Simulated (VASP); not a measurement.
# GaN (series) (F-43m) in VASP: further runs, part 3 of 3

VASP 6.6.1. The steps go on from the part before.

## 5. Single point, PBE

File INCAR:

```
SYSTEM = GaN
ALGO     = Normal         ! electronic algorithm
EDIFF    = 1E-6           ! SCF threshold, eV
ENCUT    = 600            ! plane-wave cutoff, eV
GGA      = PE             ! functional
GGA_COMPAT= .False.      
ISIF     = 2              ! what is computed and relaxed
ISMEAR   = 0              ! smearing method
LASPH    = .True.         ! aspherical terms in the spheres
LCHARG   = .True.         ! write CHGCAR
LELF     = .True.         ! ELF
LREAL    = .False.        ! projectors in reciprocal space
LVHAR    = .True.       
LWAVE    = .False.        ! write WAVECAR
NBANDS   = 16             ! bands
NELM     = 120            ! most SCF steps
PREC     = Accurate       ! precision mode
SIGMA    = 0.02           ! smearing width, eV
```

File KPOINTS:

```
k-points
0
Gamma
  10 10 10
  0 0 0
```

File POSCAR:

```
GaN
1.0
    0.0000000000      2.2535006075      2.2535006075
    2.2535006075      0.0000000000      2.2535006075
    2.2535006075      2.2535006075      0.0000000000
Ga N
1 1
Direct
    0.0000000000      0.0000000000      0.0000000000
    0.7500000000      0.7500000000      0.7500000000
```

Potentials or basis: VASP PAW PBE potentials, release 64 (Ga_d, N).

Run with:

```sh
cat potpaw_PBE.64/Ga_d/POTCAR potpaw_PBE.64/N/POTCAR > POTCAR
mpirun -np 1 vasp_std > vasp.out
```

OUTCAR:

```text
SYSTEM = GaN
   EDIFF = 1E-6
   ENCUT = 600
   GGA = PE
   ISIF = 2
   ISMEAR = 0
   LASPH = .True.
   LREAL = .False.
   NELM = 120
   PREC = Accurate

 ion  position               nearest neighbor table
   1  0.000  0.000  0.000-   2 1.95   2 1.95   2 1.95   2 1.95
   2  0.750  0.750  0.750-   1 1.95   1 1.95   1 1.95   1 1.95

  LATTYP: Found a face centered cubic cell.
 ALAT       =     4.5070012150

  Lattice vectors:

 A1 = (   0.0000000000,   2.2535006075,   2.2535006075)
 A2 = (   2.2535006075,   0.0000000000,   2.2535006075)
 A3 = (   2.2535006075,   2.2535006075,   0.0000000000)

Analysis of symmetry for initial positions (statically):
=====================================================================
 Subroutine PRICEL returns:
 Original cell was already a primitive cell.

 Routine SETGRP: Setting up the symmetry group for a
 face centered cubic supercell.

 Subroutine GETGRP returns: Found 24 space group operations
 (whereof 24 operations were pure point group operations)
 out of a pool of 48 trial point group operations.

The static configuration has the point symmetry T_d .

Analysis of symmetry for dynamics (positions and initial velocities):
=====================================================================
 Subroutine PRICEL returns:
 Original cell was already a primitive cell.

 Routine SETGRP: Setting up the symmetry group for a
 face centered cubic supercell.

 Subroutine GETGRP returns: Found 24 space group operations
 (whereof 24 operations were pure point group operations)
 out of a pool of 48 trial point group operations.

The dynamic configuration has the point symmetry T_d .

 Subroutine INISYM returns: Found 24 space group operations
 (whereof 24 operations are pure point group operations),
 and found     1 'primitive' translations

----------------------------------------------------------------------------------------

[... 105 lines left out ...]
   EMIN   =  10.00;   EMAX   =-10.00  energy-range for DOS
   EFERMI =   0.00;   METHOD = LEGACY
   ISMEAR =     0;   SIGMA  =   0.02  broadening in eV -4-tet -1-fermi 0-gaus
   EFERMI_NEDOS =   21; number of points for ismear=-14 and -15
   IALGO  =     38    algorithm
   IMIX   =      4    mixing-type and parameters
     AMIX     =   0.40;   BMIX     =  1.00
     AMIX_MAG =   1.60;   BMIX_MAG =  1.00
  volume/ion in A,a.u.               =      11.44        77.23
  Fermi-wavevector in a.u.,A,eV,Ry     =   1.511117  2.855596 31.068543  2.283473
  Thomas-Fermi vector in A             =   2.621216
   LORBIT       =      0    0 simple, 1 ext, 2 COOP (PROOUT), +10 PAW based schemes
   GGA     = PE    functional components
   LHFCALC =     F    Hartree Fock is set to
   AEXX    =    0.0000 exact exchange contribution
   IVDW    =     0    specifies the selected vdW correction
   LEPSILON=     F    determine dielectric tensor
   LRPA    =     F    only Hartree local field effects (RPA)
 non-spin polarized calculation
 Gauss-broadening in eV      SIGMA  =   0.02
  energy-cutoff  :      600.00
  volume of cell :       22.89
 maximum number of plane-waves:       785
 NGX is ok and might be reduce to    28
   NGX = 13   NGY = 13   NGZ = 13

 number of electron      18.0000005 magnetization

 Free energy of the ion-electron system (eV)
  ---------------------------------------------------
  ext. energy  EPLUGINS =         0.00000000
  ---------------------------------------------------
  free energy    TOTEN  =       -12.14468317 eV

  energy without entropy =      -12.14468317  energy(sigma->0) =      -12.14468317

 E-fermi :   5.4774     XC(G=0): -11.6671

 val. band max:        5.2811525100   @ k =   0.0000   0.0000   0.0000
 cond. band min:       7.0056015200   @ k =   0.0000   0.0000   0.0000
 fundamental gap:      1.7244490100
 Fermi energy:         5.4773725566

 k-point     1 :       0.0000    0.0000    0.0000
  band No.  band energies     occupation
      1     -10.6531      2.00000
      2      -8.1609      2.00000
      3      -8.1609      2.00000
      4      -8.1609      2.00000
      5      -7.8412      2.00000
      6      -7.8412      2.00000
[... 433 lines left out ...]
      3      -7.9368      2.00000
      4      -7.9364      2.00000
      5      -7.7808      2.00000
      6      -6.9190      2.00000
[... 8 lines left out ...]
     15      27.5926      0.00000
     16      27.7090      0.00000

 [... further k-points ...]
[... 5 lines left out ...]
  --------------------------------------------------------------------------------------
  -------------------------------------------------------------------------------------
  Total        0.7063736      0.7063736      0.7063736      0.0000000      0.0000000     -0.0000000
  in kB       49.4472322     49.4472322     49.4472322      0.0000000      0.0000000     -0.0000000
  external PRESSURE =      49.4472322 kB  Pullay stress =       0.0000000 kB

 VOLUME and BASIS-vectors are now :
 -----------------------------------------------------------------------------
  energy-cutoff  :      600.00
  volume of cell :       22.89
      direct lattice vectors                 reciprocal lattice vectors
     0.000000000  2.253500607  2.253500607    -0.221877020  0.221877020  0.221877020
     2.253500607  0.000000000  2.253500607     0.221877020 -0.221877020  0.221877020
     2.253500607  2.253500607  0.000000000     0.221877020  0.221877020 -0.221877020

 POSITION                                       TOTAL-FORCE (eV/Angst)
 -----------------------------------------------------------------------------------
      0.00000      0.00000      0.00000        -0.000000     -0.000000     -0.000000
      3.38025      3.38025      3.38025         0.000000      0.000000      0.000000
 -----------------------------------------------------------------------------------
    total drift:                               -0.000000     -0.000000     -0.000000

  FREE ENERGIE OF THE ION-ELECTRON SYSTEM (eV)
  ---------------------------------------------------
  free  energy   TOTEN  =       -12.1446831694 eV

  energy  without entropy=      -12.1446831694  energy(sigma->0) =      -12.14468317
```

stdout:

```text
POSCAR found type information on POSCAR GaN
 POSCAR found :  2 types and       2 ions
 scaLAPACK will be used
 LDA part: xc-table for (Slater+PW92), standard interpolation
 POSCAR, INCAR and KPOINTS ok, starting setup
 FFT: planning ... GRIDC
 FFT: planning ... GRID_SOFT
 FFT: planning ... GRID
 WAVECAR not read
 entering main loop
```

Run time: 15 s. Hardware: 1 thread of Intel Xeon Platinum 8559C (Emerald Rapids), shared host; peak memory 0.16 GiB.

What came out:

```
Free energy            : -12.1447 eV
Pressure               : 4.9 GPa
Band gap on the k mesh : 1.72 eV, direct
```

Levels at points of the mesh, in eV from the valence-band top:
| k point | band 7 | band 8 | band 9 | band 10 | band 11 | band 12 |
| --- | --- | --- | --- | --- | --- | --- |
| (0.00, 0.00, 0.00) | 0.00 | 0.00 | 0.00 | 1.72 | 10.30 | 10.30 |
| (0.50, 0.00, 0.00) | -7.04 | -0.97 | -0.97 | 4.64 | 8.73 | 10.37 |
| (0.50, 0.50, 0.00) | -6.12 | -2.70 | -2.70 | 3.35 | 6.66 | 11.71 |

Expect the measured gap to be larger: semilocal functionals such as PBE lack the derivative discontinuity.

## 6. Single point, PBE

File INCAR:

```
SYSTEM = GaN
ALGO = Normal ; EDIFF = 1E-6
ENCUT = 600 ; GGA = PE
GGA_COMPAT = .FALSE. ; ISIF = 2
ISMEAR = 0 ; LASPH = .TRUE.
LCHARG = .FALSE. ; LREAL = .FALSE.
LWAVE = .FALSE. ; NBANDS = 16
NELM = 120 ; PREC = Accurate
SIGMA = 0.02
```

File KPOINTS:

```
k-points
0
G
  14 14 14
  0 0 0
```

POSCAR is that of step 5.

Potentials or basis: VASP PAW PBE potentials, release 64 (Ga_d, N).

Run with:

```sh
cat potpaw_PBE.64/Ga_d/POTCAR potpaw_PBE.64/N/POTCAR > POTCAR
mpirun -np 1 vasp_std > vasp.out
```

Run time: 28 s. Hardware: 1 thread of Intel Xeon Platinum 8559C (Emerald Rapids), shared host; peak memory 0.18 GiB.

The run converged. Its results:

- Free energy: -12.1447 eV
- Pressure: 4.9 GPa
- Band gap on the k mesh: 1.72 eV, direct

Levels at points of the mesh, in eV from the valence-band top:
| k point | band 5 | band 6 | band 7 | band 8 | band 9 | band 10 | band 11 | band 12 | band 13 | band 14 |
| --- | --- | --- | --- | --- | --- | --- | --- | --- | --- | --- |
| (0.00, 0.00, 0.00) | -13.12 | -13.12 | 0.00 | 0.00 | 0.00 | 1.72 | 10.30 | 10.30 | 10.30 | 17.61 |
| (0.50, 0.00, 0.00) | -13.08 | -11.88 | -7.04 | -0.97 | -0.97 | 4.64 | 8.73 | 10.37 | 10.37 | 15.63 |
| (0.50, 0.50, 0.00) | -13.05 | -11.45 | -6.12 | -2.70 | -2.70 | 3.35 | 6.66 | 11.71 | 13.96 | 13.96 |

Expect the measured gap to be larger: semilocal functionals such as PBE lack the derivative discontinuity.

## 7. Single point, PBE

File INCAR:

```
  ALGO = Normal
  EDIFF = 1E-6
  ENCUT = 600
  GGA = PE
  GGA_COMPAT = F
  ISIF = 2
  ISMEAR = 0
  LASPH = T
  LCHARG = F
  LREAL = F
  LWAVE = F
  NBANDS = 16
  NELM = 120
  PREC = Accurate
  SIGMA = 0.02
```

File KPOINTS:

```
k-points
0
Gamma
  18 18 18
```

POSCAR is that of step 6.

Run with:

```sh
cat potpaw_PBE.64/Ga_d/POTCAR potpaw_PBE.64/N/POTCAR > POTCAR
mpirun -np 1 vasp_std > vasp.out
```

Wall time 50 s (1 thread of Intel Xeon Platinum 8559C (Emerald Rapids), shared host); peak memory 0.22 GiB.

Results (log left out):

```
Free energy            : -12.1447 eV
Pressure               : 4.9 GPa
Band gap on the k mesh : 1.72 eV, direct
```

Levels at points of the mesh, in eV from the valence-band top:
```tsv
k point	band 7	band 8	band 9	band 10	band 11	band 12
(0.00, 0.00, 0.00)	0.00	0.00	0.00	1.72	10.30	10.30
(0.50, 0.00, 0.00)	-7.04	-0.97	-0.97	4.64	8.73	10.37
(0.50, 0.50, 0.00)	-6.12	-2.70	-2.70	3.35	6.66	11.71
```

## 8. Summary

```csv
k mesh,smearing,gap on the mesh (eV),pressure (GPa)
8 × 8 × 8,gaussian 0.1 eV,1.72,4.9
8 × 8 × 8,gaussian 0.02 eV,1.72,4.9
10 × 10 × 10,gaussian 0.02 eV,1.72,4.9
14 × 14 × 14,gaussian 0.02 eV,1.72,4.9
18 × 18 × 18,gaussian 0.02 eV,1.72,4.9
```

Alike in all rows: task single point; level PBE; potentials or basis VASP PAW PBE potentials, release 64 (Ga_d, N); no spin polarisation; cell as given; cutoff (eV) 600.

On the cell as given the gap runs from 1.72 eV (PBE) to 1.72 eV (PBE); the meshes differ, which moves gaps too.

Total energies depend on the potentials used, so only differences within one code and one set of settings carry meaning.
